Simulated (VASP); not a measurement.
A run of VASP 6.6.1 is set up as follows.

The input INCAR:

```
SYSTEM = Nb5Pd3
PREC     = Accurate       ! precision mode
ENCUT    = 500            ! plane-wave cutoff, eV
EDIFF    = 1E-6           ! SCF threshold, eV
ISMEAR   = 1              ! smearing method
SIGMA    = 0.05           ! smearing width, eV
LREAL    = .FALSE.        ! projectors in reciprocal space
LASPH    = .TRUE.         ! aspherical terms in the spheres
NELM     = 120            ! most SCF steps
ALGO     = Normal         ! electronic algorithm
ISIF     = 2              ! what is computed and relaxed
LWAVE    = .FALSE.        ! write WAVECAR
LCHARG   = .FALSE.        ! write CHGCAR
GGA      = CA             ! functional
NBANDS   = 58             ! bands
GGA_COMPAT= .FALSE.
```

The input KPOINTS:

```
Automatic mesh
0
G
  5 5 5
  0 0 0
```

POSCAR

```
Nb5Pd3
1.0
    0.0000000000      3.9965843979      3.9965843979
    3.9965843979      0.0000000000      3.9965843979
    3.9965843979      3.9965843979      0.0000000000
Nb Pd
5 3
Direct
    0.0000000000      0.0000000000      0.0000000000
    0.0000000000      0.5000000000      0.0000000000
    0.5000000000      0.0000000000      0.0000000000
    0.5000000000      0.0000000000      0.5000000000
    0.5000000000      0.5000000000      0.0000000000
    0.0000000000      0.0000000000      0.5000000000
    0.0000000000      0.5000000000      0.5000000000
    0.5000000000      0.5000000000      0.5000000000
```

Potentials or basis: VASP PAW LDA potentials, release 64 (Nb_sv, Pd).

Command:

```console
$ cat potpaw_LDA.64/Nb_sv/POTCAR potpaw_LDA.64/Pd/POTCAR > POTCAR
$ mpirun -np 1 vasp_std > vasp.out
```

Predict the band gap on the k mesh.

zero (an odd number of electrons rules out a gap without spin polarisation).

What does it give for the pressure?

0.0 GPa.

Stress tensor (GPa, compression positive):
```
 0.00  1.90 -1.90
 1.90  0.00 -1.90
-1.90 -1.90  0.00
```
